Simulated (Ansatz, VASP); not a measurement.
## Two plane-wave programs on Rb

```
Rb
1.0
     0.00000    3.63988    3.63988
     3.63988    0.00000    3.63988
     3.63988    3.63988    0.00000
Rb
1
Direct
  0.00000 0.00000 0.00000
```

Alike in both runs: task single point; functional BLYP; k mesh 4 × 4 × 4; occupations tetrahedron; no spin polarisation.

|  | VASP | Ansatz |
| --- | --- | --- |
| version | VASP 6.6.1 | Ansatz 0.2.0 |
| potentials or method | VASP PAW PBE potentials, release 64 (Rb_sv), cutoff 500 eV | scalar-relativistic, plane waves, PAW |
| valence electrons in the cell | 9 | 9 |

```tsv
	VASP	Ansatz	Ansatz less VASP
pressure (GPa)	0.0	0.0	0.00
```

VASP's potentials were made for PBE, not for BLYP. Ansatz's warnings: tetrahedron derivatives may miss energy slope.

The k mesh is coarse, so the values compare programs but aren't converged.
